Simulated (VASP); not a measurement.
Write the native input for VASP 6.6.1 that does the following.

```yaml
Task: single point
Functional: r2SCAN
Potentials_or_basis: VASP PAW PBE potentials, release 64 (Zn, Se)
Cutoff: 520 eV
k_mesh: 8 × 8 × 8
Occupations: gaussian, width 0.01 eV
Spin: no spin polarisation
Dipole_correction: no
Further_INCAR_settings: ALGO = Normal; EDIFF = 1e-06; NBANDS = 16
```

Crystal: ZnSe.

```
Zn Se
1.0
     0.00000    2.75567    2.83242
     2.75567    0.00000    2.83242
     2.75567    2.75567    0.00000
Zn Se
1 1
Direct
  0.00000 0.00000 0.00000
  0.25000 0.25000 0.25000
```

This cell differs from its parent crystal: biaxial xy strain -2.7%.

One way to write it, as run:

POSCAR

```
ZnSe
1.0
    0.0000000000      2.7556659633      2.8324246719
    2.7556659633      0.0000000000      2.8324246719
    2.7556659633      2.7556659633      0.0000000000
Zn Se
1 1
Direct
    0.0000000000      0.0000000000      0.0000000000
    0.2500000000      0.2500000000      0.2500000000
```

INCAR.step1

```
SYSTEM = ZnSe
PREC = Accurate
ENCUT = 520
ISMEAR = 0
SIGMA = 0.01
LREAL = .FALSE.
LASPH = .TRUE.
NELM = 60
NBANDS = 16
GGA = PE
ALGO = Normal
EDIFF = 1E-4
LWAVE = .TRUE.
LCHARG = .FALSE.
```

INCAR.step2

```
SYSTEM = ZnSe
PREC = Accurate
ENCUT = 520
EDIFF = 1E-6
ISMEAR = 0
SIGMA = 0.01
LREAL = .FALSE.
LASPH = .TRUE.
NELM = 60
ALGO = Normal
ISIF = 2
LWAVE = .FALSE.
LCHARG = .FALSE.
METAGGA = R2SCAN
LMIXTAU = .TRUE.
NBANDS = 16
ISTART = 1
```

KPOINTS

```
regular mesh
0
G
  8 8 8
  0 0 0
```

Potentials or basis: VASP PAW PBE potentials, release 64 (Zn, Se).

Command:

```sh
$ cat potpaw_PBE.64/Zn/POTCAR potpaw_PBE.64/Se/POTCAR > POTCAR
$ cp INCAR.step1 INCAR
$ mpirun -np 1 vasp_std > vasp.out
$ cp INCAR.step2 INCAR
$ mpirun -np 1 vasp_std > vasp.out
```

Results of the run:

```yaml
Pressure: 4.2 GPa
Band_gap_on_the_k_mesh: 2.08 eV
```

Caveat: the cell differs from its parent crystal (biaxial xy strain -2.7%); the cell stands under pressure; the PAW data sets were made with another functional, which shifts forces and pressure a little.

It took 5.3 min on 1 thread of Intel Xeon 8259CL, on a shared host, peak memory 0.19 GiB.
